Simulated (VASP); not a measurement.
# PbO (P4/nmm) in VASP: notebook, part 2 of 2

VASP 6.6.1. Earlier steps stand in the parts before.

## Step 3: Single point, LDA (zz strain of +1 %)

Contents of INCAR:

```
SYSTEM = PbO
  PREC = Accurate
  ENCUT = 520
  EDIFF = 1E-7
  ISMEAR = -1
  SIGMA = 0.03
  LREAL = .FALSE.
  LASPH = .TRUE.
  NELM = 100
  ALGO = Normal
  ISIF = 2
  LWAVE = .FALSE.
  LCHARG = .FALSE.
  GGA = CA
  NBANDS = 28
```

Contents of KPOINTS:

```
Automatic mesh
0
G
  7 7 6
  0 0 0
```

Contents of POSCAR:

```
PbO
1.0
    3.9744000000      0.0000000000      0.0000000000
    0.0000000000      3.9744000000      0.0000000000
    0.0000000000      0.0000000000      5.0722200000
Pb O
2 2
Direct
    0.0000000000      0.5000000000      0.2351000000
    0.5000000000      0.0000000000      0.7649000000
    0.0000000000      0.0000000000      0.0000000000
    0.5000000000      0.5000000000      0.0000000000
```

Potentials or basis: VASP PAW LDA potentials, release 64 (Pb_d, O).

Command:

```bash
cat potpaw_LDA.64/Pb_d/POTCAR potpaw_LDA.64/O/POTCAR > POTCAR
mpirun -np 1 vasp_std > vasp.out
```

OUTCAR:

```text
SYSTEM = PbO
   PREC = Accurate
   ENCUT = 520
   EDIFF = 1E-7
   ISMEAR = -1
   LREAL = .FALSE.
   LASPH = .TRUE.
   NELM = 100
   ISIF = 2
   GGA = CA

 ion  position               nearest neighbor table
   1  0.000  0.500  0.235-   3 2.32   4 2.32   3 2.32   4 2.32   2 3.69   2 3.69   2 3.69   2 3.69
                             2 3.89   2 3.89   2 3.89   2 3.89
   2  0.500  0.000  0.765-   3 2.32   4 2.32   4 2.32   3 2.32   1 3.69   1 3.69   1 3.69   1 3.69
                             1 3.89   1 3.89   1 3.89   1 3.89
   3  0.000  0.000  0.000-   1 2.32   2 2.32   1 2.32   2 2.32
   4  0.500  0.500  0.000-   1 2.32   2 2.32   2 2.32   1 2.32

[... 948 lines left out ...]
  -------------------------------------------------------------------------------------
  Total       -1.1890540     -1.1890540     -1.1167393      0.0000000     -0.0000000      0.0000000
  in kB      -23.7777587    -23.7777587    -22.3316678      0.0000000     -0.0000000      0.0000000
  external PRESSURE =     -23.2957284 kB  Pullay stress =       0.0000000 kB

 VOLUME and BASIS-vectors are now :
 -----------------------------------------------------------------------------
  energy-cutoff  :      520.00
  volume of cell :       80.12
      direct lattice vectors                 reciprocal lattice vectors
     3.974400000  0.000000000  0.000000000     0.251610306  0.000000000  0.000000000
     0.000000000  3.974400000  0.000000000     0.000000000  0.251610306  0.000000000
     0.000000000  0.000000000  5.072220000     0.000000000  0.000000000  0.197152332

 POSITION                                       TOTAL-FORCE (eV/Angst)
 -----------------------------------------------------------------------------------
      0.00000      1.98720      1.19248         0.000000      0.000000     -0.271758
      1.98720      0.00000      3.87974        -0.000000      0.000000      0.271758
      0.00000      0.00000      0.00000         0.000000      0.000000      0.000000
      1.98720      1.98720      0.00000         0.000000     -0.000000      0.000000
 -----------------------------------------------------------------------------------
    total drift:                                0.000000      0.000000     -0.000000

  FREE ENERGIE OF THE ION-ELECTRON SYSTEM (eV)
  ---------------------------------------------------
  free  energy   TOTEN  =       -24.3856889106 eV

  energy  without entropy=      -24.3856889106  energy(sigma->0) =      -24.38568891
```

OSZICAR:

```text
N       E                     dE             d eps       ncg     rms          rms(c)
DAV:   1     0.463098573323E+03    0.46310E+03   -0.19719E+04  2240   0.170E+03
DAV:   2     0.342767632003E+02   -0.42882E+03   -0.41207E+03  2292   0.452E+02
DAV:   3    -0.260167104330E+02   -0.60293E+02   -0.58478E+02  2864   0.183E+02
DAV:   4    -0.287622971566E+02   -0.27456E+01   -0.27356E+01  2604   0.406E+01
DAV:   5    -0.288457900524E+02   -0.83493E-01   -0.83486E-01  2556   0.777E+00    0.119E+01
DAV:   6    -0.246925424956E+02    0.41532E+01   -0.24038E+01  3320   0.393E+01    0.547E+00
DAV:   7    -0.244562836859E+02    0.23626E+00   -0.29081E+00  2788   0.122E+01    0.241E+00
DAV:   8    -0.243974866442E+02    0.58797E-01   -0.59155E-01  2428   0.475E+00    0.808E-01
DAV:   9    -0.243853590857E+02    0.12128E-01   -0.56423E-02  3568   0.193E+00    0.254E-01
DAV:  10    -0.243859521874E+02   -0.59310E-03   -0.11824E-02  2656   0.740E-01    0.825E-02
DAV:  11    -0.243857431283E+02    0.20906E-03   -0.18997E-03  3800   0.350E-01    0.609E-02
DAV:  12    -0.243856947956E+02    0.48333E-04   -0.22231E-04  3384   0.142E-01    0.241E-02
DAV:  13    -0.243856888557E+02    0.59399E-05   -0.44153E-05  2404   0.408E-02    0.311E-03
DAV:  14    -0.243856889823E+02   -0.12662E-06   -0.12013E-06  3228   0.110E-02    0.197E-03
DAV:  15    -0.243856889106E+02    0.71696E-07   -0.18789E-07  1896   0.302E-03
   1 F= -.24385689E+02 E0= -.24385689E+02  d E =-.396743E-11
```

stdout:

```text
POSCAR found type information on POSCAR PbO
 POSCAR found :  2 types and       4 ions
 scaLAPACK will be used
 LDA part: xc-table for (Slater(with rela. corr.)+CA(PZ))
 , standard interpolation
 POSCAR, INCAR and KPOINTS ok, starting setup
 FFT: planning ... GRIDC
 FFT: planning ... GRID_SOFT
 FFT: planning ... GRID
 WAVECAR not read
 entering main loop
```

Run time: 2.4 min. Hardware: 1 thread of Intel Xeon 8259CL, shared host; peak memory 0.2 GiB.

What came out:

- Free energy: -24.3857 eV
- Pressure: -2.3 GPa
- Largest force: 0.272 eV/Å
- Band gap on the k mesh: 1.44 eV (least direct gap 2.22 eV)

Forces on the atoms (eV/Å):
```
Pb   0.000  0.000 -0.272
Pb   0.000  0.000  0.272
O    0.000  0.000  0.000
O    0.000  0.000  0.000
```

Levels at points of the mesh, in eV from the valence-band top:
| k point | band 18 | band 19 | band 20 | band 21 | band 22 | band 23 |
| --- | --- | --- | --- | --- | --- | --- |
| (0.00, 0.00, 0.00) | -1.66 | -1.66 | 0.00 | 2.28 | 5.23 | 5.62 |
| (0.00, 0.00, 0.50) | -1.69 | -1.69 | -0.98 | 1.84 | 3.97 | 3.97 |

Caveat: the cell differs from its parent crystal (zz strain of +1 %); spin-orbit coupling is left out, which moves the levels of the heavy elements; an odd mesh through Γ misses points on the zone boundary, where band edges can lie.

## Step 4: Single point, LDA (20.23 Å³/atom)

This run uses another cell than the first one, of 20.23 Å³/atom.

Contents of INCAR:

```
PREC = Accurate ; ENCUT = 520
EDIFF = 1E-7 ; ISMEAR = -1
SIGMA = 0.03 ; LREAL = F
LASPH = T ; NELM = 60
ALGO = Normal ; ISIF = 2
LWAVE = F ; LCHARG = F
GGA = CA ; NBANDS = 28
```

Contents of KPOINTS:

```
regular mesh
0
Gamma
  7 7 6
```

Contents of POSCAR:

```
PbO
1.0
    4.0007212969      0.0000000000      0.0000000000
    0.0000000000      4.0007212969      0.0000000000
    0.0000000000      0.0000000000      5.0552592474
Pb O
2 2
Direct
    0.0000000000      0.5000000000      0.2351000000
    0.5000000000      0.0000000000      0.7649000000
    0.0000000000      0.0000000000      0.0000000000
    0.5000000000      0.5000000000      0.0000000000
```

Command:

```bash
cat potpaw_LDA.64/Pb_d/POTCAR potpaw_LDA.64/O/POTCAR > POTCAR
mpirun -np 1 vasp_std > vasp.out
```

Run time: 2.4 min. Hardware: 1 thread of Intel Xeon 8259CL, shared host; peak memory 0.2 GiB.

It converged, with:

| Item | Value |
| --- | --- |
| Free energy | -24.3712 eV |
| Pressure | -3.2 GPa |
| Largest force | 0.358 eV/Å |
| Band gap on the k mesh | 1.47 eV (least direct gap 2.19 eV) |

Forces in eV/Å, atoms in the order of the input:
```
Pb   0.000  0.000 -0.358
Pb   0.000  0.000  0.358
O    0.000  0.000  0.000
O    0.000  0.000  0.000
```

Stress tensor (GPa, compression positive):
```
-3.44  0.00  0.00
 0.00 -3.44  0.00
 0.00  0.00 -2.68
```

Levels at points of the mesh, in eV from the valence-band top:
```csv
k point,band 18,band 19,band 20,band 21,band 22,band 23
"(0.00, 0.00, 0.00)",-1.62,-1.62,-0.01,2.26,5.26,5.59
"(0.00, 0.00, 0.50)",-1.65,-1.65,-0.87,1.80,3.96,3.96
```

Caveat: the cell stands under tension; spin-orbit coupling is left out, which moves the levels of the heavy elements; an odd mesh through Γ misses points on the zone boundary, where band edges can lie.

## Step 5: Overview

| cell | gap on the mesh (eV) | pressure (GPa) | largest force (eV/Å) |
| --- | --- | --- | --- |
| a = 3.974, b = 3.974, c = 4.972 Å, 4 atoms | 1.45 | -0.9 | 0.08 |
| a = 3.974, b = 3.974, c = 5.072 Å, 4 atoms | 1.44 | -2.3 | 0.27 |
| a = 4.001, b = 4.001, c = 5.055 Å, 4 atoms | 1.47 | -3.2 | 0.36 |

Alike in all rows: task single point; level LDA; potentials or basis VASP PAW LDA potentials, release 64 (Pb_d, O); no spin polarisation; k mesh 7 × 7 × 6; cutoff (eV) 520; smearing fermi-dirac 0.03 eV.

Caveats: spin-orbit coupling is left out, which moves the levels of the heavy elements; an odd mesh through Γ misses points on the zone boundary, where band edges can lie; the cell stands under tension (at least some runs).

Total energies depend on the potentials used, so only differences within one code and one set of settings carry meaning.
